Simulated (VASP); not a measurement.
Runs of VASP 6.6.1 on SnO. The structure is that of space group P6_3/mmc (No. 194), or close to it. The cells are those of the table. 

```tsv
level	cell	k mesh	gap on the mesh (eV)	pressure (GPa)
PBE	a = 4.132, b = 4.132, c = 5.178 Å, angles 90.0, 90.0, 120.0°, 4 atoms	6 × 6 × 4	(a)	2.3
r2SCAN	a = 4.041, b = 4.041, c = 5.080 Å, angles 90.0, 90.0, 120.0°, 4 atoms	6 × 6 × 4	(b)	6.0
PBE	a = 4.175, b = 4.175, c = 5.231 Å, angles 90.0, 90.0, 120.0°, 4 atoms	6 × 6 × 4	0.48	-0.1
r2SCAN	a = 4.125, b = 4.125, c = 5.185 Å, angles 90.0, 90.0, 120.0°, 4 atoms	6 × 6 × 4	0.57	0.2
r2SCAN	a = 4.125, b = 4.125, c = 5.185 Å, angles 90.0, 90.0, 120.0°, 4 atoms	12 × 12 × 6	0.57	0.3
```

Alike in all rows: task single point; potentials or basis VASP PAW PBE potentials, release 64 (Sn_d, O); no spin polarisation; cutoff (eV) 520; smearing gaussian 0.01 eV.

**Question.** Fill in the values left out.

**Answer.** (a) 0.41; (b) 0.42.

Caveats: spin-orbit coupling is left out, which moves the levels of the heavy elements; the PAW data sets were made with another functional, which shifts forces and pressure a little (some runs).

A k mesh can miss the band edges, and the runs leave out spin-orbit coupling on Sn.
